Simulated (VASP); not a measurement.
A run of VASP 6.6.1 is set up as follows.

The input INCAR:

```
SYSTEM = Al
PREC = Accurate
ENCUT = 520
EDIFF = 1E-6
ISMEAR = 0
SIGMA = 0.1
LREAL = .FALSE.
LASPH = .TRUE.
NELM = 80
ALGO = Normal
ISIF = 2
LWAVE = .FALSE.
LCHARG = .FALSE.
GGA = PE
NBANDS = 10
```

Contents of KPOINTS:

```
regular mesh
0
G
  22 22 12
  0 0 0
```

POSCAR

```
Al
1.0
    1.3827934879     -2.3950685775      0.0000000000
    1.3827934879      2.3950685775      0.0000000000
    0.0000000000      0.0000000000      4.5717224991
Al
2
Direct
    0.3333333333      0.6666666667      0.7500000000
    0.6666666667      0.3333333333      0.2500000000
```

Potentials or basis: VASP PAW PBE potentials, release 64 (Al).

The run is started by

```bash
$ cat potpaw_PBE.64/Al/POTCAR > POTCAR
$ mpirun -np 1 vasp_std > vasp.out
```

(1) What does it give for the band gap on the k mesh?

(2) Predict the pressure.

Results:

(1) zero (band 3 reaches 13.22 eV, above the bottom of band 4 at 5.64 eV).

(2) 8.6 GPa.
